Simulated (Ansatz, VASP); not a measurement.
# BaTiO3 in VASP and in Ansatz

POSCAR

```
BaTiO3
1.0
    4.0073000000      0.0000000000      0.0000000000
    0.0000000000      4.0073000000      0.0000000000
    0.0000000000      0.0000000000      4.0073000000
Ba Ti O
1 1 3
Direct
    0.5090294500      0.4552911200      0.5066787400
    0.9437351000      0.0699797700      0.9543125000
    0.5205349200      0.0068319800      0.0554319400
    0.0126470200      0.4919678200      0.0527235900
    0.0140535100      0.9759293100      0.4308532400
```

INCAR.step1

```
  PREC = Accurate
  ENCUT = 520
  ISMEAR = -1
  SIGMA = 0.05
  LREAL = False
  LASPH = True
  NELM = 150
  LMAXMIX = 4
  LDAU = True
  LDAUTYPE = 2
  LDAUL = -1 2 -1
  LDAUU = 0 8 0
  LDAUJ = 0 0 0
  NBANDS = 28
  GGA = PE
  ALGO = Normal
  EDIFF = 1E-4
  LWAVE = True
  LCHARG = False
```

INCAR.step2

```
  PREC = Accurate
  ENCUT = 520
  EDIFF = 1E-6
  ISMEAR = -1
  SIGMA = 0.05
  LREAL = False
  LASPH = True
  NELM = 150
  ALGO = Normal
  ISIF = 2
  LWAVE = False
  LCHARG = False
  LMAXMIX = 4
  LDAU = True
  LDAUTYPE = 2
  LDAUL = -1 2 -1
  LDAUU = 0 8 0
  LDAUJ = 0 0 0
  LDAUPRINT = 1
  METAGGA = R2SCAN
  LMIXTAU = True
  NBANDS = 28
  ISTART = 1
```

KPOINTS

```
Automatic mesh
0
Gamma
  7 7 7
```

Contents of input.yaml:

```yaml
crystal:
  lattice:
    - [4.0073, 0.0, 0.0]
    - [0.0, 4.0073, 0.0]
    - [0.0, 0.0, 4.0073]
  atoms:
    - { symbol: Ba, position: [0.50902945, 0.45529112, 0.50667874] }
    - { symbol: Ti, position: [0.9437351, 0.06997977, 0.9543125] }
    - { symbol: O, position: [0.52053492, 0.00683198, 0.05543194] }
    - { symbol: O, position: [0.01264702, 0.49196782, 0.05272359] }
    - { symbol: O, position: [0.01405351, 0.97592931, 0.43085324] }
hamiltonian:
  xc: r2scan
  pseudopotentials: { kind: paw }
  hubbard: { sites: [{ species: Ti, l: d, u_eff: 8.0 }] }
kpoints:
  mp_grid: { grid: [7, 7, 7] }
scf:
  occupations: { method: fermi_dirac, width: 0.05 }
  n_extra_bands: 12
output:
  forces: true
  stress: true
  eigenvalues: true
  dos: { projected: true, de: 0.05, nscf_kmesh: { grid: [11, 11, 11] } }
```

Alike in both runs: functional r2SCAN; k mesh 7 × 7 × 7; occupations fermi-dirac, width 0.05 eV; no spin polarisation; Hubbard terms Ti d U = 8.0 eV.

|  | VASP | Ansatz |
| --- | --- | --- |
| version | VASP 6.6.1 | Ansatz 0.2.0 |
| potentials or method | VASP PAW PBE potentials, release 64 (Ba_sv, Ti_sv, O) | Ansatz PAW |
| plane-wave cutoff (eV) | 520 | 500 |
| valence electrons in the cell | 40 | 40 |
| task | single point | projected density of states |

VASP gave:

| Item | Value |
| --- | --- |
| gap on the k mesh at the Fermi level (eV) | 3.94 |
| least direct gap on the mesh (eV) | 4.32 |
| pressure (GPa) | 19.7 |
| traceless stress, the component that is largest in VASP (GPa) | -10.85 |
| rms of the force components (eV/Å) | 2.641 |

Problem. Which values does Ansatz return?

Solution. gap on the k mesh at the Fermi level (eV): 3.91; least direct gap on the mesh (eV): 4.08; pressure (GPa): 13.0; traceless stress, the component that is largest in VASP (GPa): -9.10; rms of the force components (eV/Å): 2.164.

VASP's potentials were made for PBE, not for r2SCAN. The programs project onto different local orbitals, so the same U acts differently, and such runs can settle in different states. Atom by atom the forces differ by 0.764 eV/Å (rms over components).

Neither program's run includes spin-orbit coupling. Noted on Ansatz's run: odd divisions of the mesh miss points on the zone boundary, where band edges often lie, so the gap on the mesh can be too wide.
